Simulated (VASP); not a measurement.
# Pb: single point with LDA

Crystal: Pb.

```
CELL_PARAMETERS angstrom
0.00000 2.77186 2.77186
2.77186 0.00000 2.77186
2.77186 2.77186 0.00000
ATOMIC_POSITIONS crystal
Pb 0.87500 0.87500 0.87500
Pb 0.12500 0.12500 0.12500
```

* Program: VASP 6.6.1
* Task: single point
* Functional: LDA
* Potentials or basis: VASP PAW LDA potentials, release 64 (Pb_d)
* Cutoff: 520 eV
* k mesh: 12 × 12 × 12
* Occupations: fermi-dirac, width 0.05 eV
* Spin: no spin polarisation
* Dipole correction: no
* Further INCAR settings: ALGO = Normal; EDIFF = 1e-06; NBANDS = 21

* Pressure: 97.9 GPa
* Band gap on the k mesh: zero (band 14 reaches 14.00 eV, above the bottom of band 15 at 12.89 eV)

Levels at points of the mesh, in eV from the Fermi level:
| k point | band 12 | band 13 | band 14 | band 15 | band 16 | band 17 |
| --- | --- | --- | --- | --- | --- | --- |
| (0.00, 0.00, 0.00) | 0.15 | 0.89 | 0.89 | 0.89 | 2.54 | 2.54 |
| (0.50, 0.00, 0.00) | -10.54 | -2.02 | -2.02 | 0.07 | 3.55 | 4.00 |
| (0.50, 0.50, 0.00) | -11.41 | -4.99 | -4.99 | -0.05 | -0.05 | 11.11 |

Wall time 52 s on 1 thread of Intel Xeon 6975P-C, with other jobs on the host, peak memory 0.18 GiB.

Caveat: spin-orbit coupling is left out, which moves the levels of the heavy elements.
